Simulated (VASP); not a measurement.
ZnRe:

```
Re Zn
1.0
     2.74822    0.00000    0.00000
    -1.37411    2.38003    0.00000
     0.00000    0.00000    4.53901
Re Zn
1 1
Direct
  0.33333 0.66667 0.50000
  0.00000 0.00000 0.00000
```

Base run:

- Program: VASP 6.6.1
- Functional: PBE
- Potentials or basis: VASP PAW PBE potentials, release 64 (Re, Zn)
- Cutoff: 520 eV
- k mesh: 9 × 9 × 5
- Occupations: fermi-dirac, width 0.05 eV
- Spin: no spin polarisation

Its results: pressure -3.2 GPa.

Question: The run is repeated on the same cell with these changes: potentials or basis from VASP PAW PBE potentials, release 64 (Re, Zn) to VASP PAW PBE potentials, release 64 (Re_sv_GW, Zn); cutoff from 520 eV to 500 eV; further incar settings from ALGO = Normal; EDIFF = 1e-06; NBANDS = 16 to ALGO = Normal; EDIFF = 1e-06; NBANDS = 20; valence electrons from 19 to 27. What comes out?

Answer: Pressure -3.9 GPa.
